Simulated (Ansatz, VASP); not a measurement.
## I in VASP and in Ansatz

The input INCAR:

```
  PREC = Accurate
  ENCUT = 520
  EDIFF = 1E-6
  ISMEAR = -1
  SIGMA = 0.08
  LREAL = False
  LASPH = True
  NELM = 100
  ALGO = Normal
  ISIF = 2
  LWAVE = False
  LCHARG = False
  GGA = PE
  NBANDS = 10
```

Contents of KPOINTS:

```
Automatic mesh
0
Gamma
  14 14 14
```

POSCAR

```
I
1.0
    0.0000000000      2.6515966044      2.6515966044
    2.6515966044      0.0000000000      2.6515966044
    2.6515966044      2.6515966044      0.0000000000
I
1
Direct
    0.0000000000      0.0000000000      0.0000000000
```

Input for Ansatz:

```yaml
crystal:
  lattice:
    - [0.0, 2.6515966044, 2.6515966044]
    - [2.6515966044, 0.0, 2.6515966044]
    - [2.6515966044, 2.6515966044, 0.0]
  atoms:
    - { symbol: I, position: [0.0, 0.0, 0.0] }
kpoints:
  mp_grid: { grid: [14, 14, 14] }
scf:
  occupations: { method: fermi_dirac, width: 0.08 }
hamiltonian:
  xc: pbe
  pseudopotentials: { kind: all_electron, lapw: { basis_error: 0.001 } }
output:
  forces: true
  stress: true
  eigenvalues: true
```

Change from the starting cell: volume scaled by 1.06.

Alike in both runs: task single point; functional PBE; k mesh 14 × 14 × 14; occupations fermi-dirac, width 0.08 eV; no spin polarisation.

|  | VASP | Ansatz |
| --- | --- | --- |
| version | VASP 6.6.1 | Ansatz 0.2.0 |
| potentials or method | VASP PAW PBE potentials, release 64 (I), cutoff 520 eV | all-electron LAPW, scalar-relativistic |

|  | VASP | Ansatz | Ansatz less VASP |
| --- | --- | --- | --- |
| pressure (GPa) | -1.2 | -1.1 | +0.05 |

Ansatz ran all-electron here, and VASP with PAW potentials.

Spin-orbit coupling is off throughout.
